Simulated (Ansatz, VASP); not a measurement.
# ZnCu3 in VASP and in Ansatz

File INCAR:

```
SYSTEM = ZnCu3
PREC = Accurate
ENCUT = 520
EDIFF = 1E-6
ISMEAR = -1
SIGMA = 0.08
LREAL = .False.
LASPH = .True.
NELM = 80
ALGO = Normal
ISIF = 2
LWAVE = .False.
LCHARG = .False.
LDIPOL = .True.
IDIPOL = 3
DIPOL = 0.5 0.5 0.500
GGA = CA
NBANDS = 30
```

KPOINTS

```
Automatic mesh
0
Gamma
  15 15 1
  0 0 0
```

The input POSCAR:

```
ZnCu3
1.0
    2.4874897871      0.0000000000      0.0000000000
    0.0000000000      2.4874897871      0.0000000000
    0.0000000000      0.0000000000     21.2768000000
Zn Cu
1 3
Direct
    0.2500000000      0.2500000000      0.3779490877
    0.7500000000      0.7500000000      0.4582979167
    0.2500000000      0.2500000000      0.5417020740
    0.7500000000      0.7500000000      0.6220509211
```

Input for Ansatz:

```yaml
crystal:
  lattice:
    - [2.4874897871, 0.0, 0.0]
    - [0.0, 2.4874897871, 0.0]
    - [0.0, 0.0, 21.2768]
  atoms:
    - { symbol: Zn, position: [0.25, 0.25, 0.3779490877] }
    - { symbol: Cu, position: [0.75, 0.75, 0.4582979167] }
    - { symbol: Cu, position: [0.25, 0.25, 0.541702074] }
    - { symbol: Cu, position: [0.75, 0.75, 0.6220509211] }
kpoints:
  mp_grid: { grid: [15, 15, 1] }
scf:
  occupations: { method: fermi_dirac, width: 0.08 }
hamiltonian:
  xc: lda
  pseudopotentials: { kind: paw }
output:
  forces: true
  stress: true
  eigenvalues: true
efield:
  axis: 3
  amplitude: 0
  dipole_correction: true
```

Alike in both runs: task single point; functional LDA; k mesh 15 × 15 × 1; occupations fermi-dirac, width 0.08 eV; no spin polarisation.

```csv
,VASP,Ansatz
version,VASP 6.6.1,Ansatz 0.2.0
potentials or method,"VASP PAW LDA potentials, release 64 (Zn, Cu)","PAW with Ansatz's default frozen-core files, scalar-relativistic"
plane-wave cutoff (eV),520,420
valence electrons in the cell,45,69
```

```csv
,VASP,Ansatz,Ansatz less VASP
rms of the force components (eV/Å),0.255,0.239,-0.0159
```

LDA's correlation is that of Perdew and Zunger in VASP and of Perdew and Wang (1992) in Ansatz. Atom by atom the forces differ by 0.021 eV/Å (rms over components). VASP's potentials hold 45 valence electrons a cell and Ansatz's 69, so a difference there can come from the potentials and not from the codes.
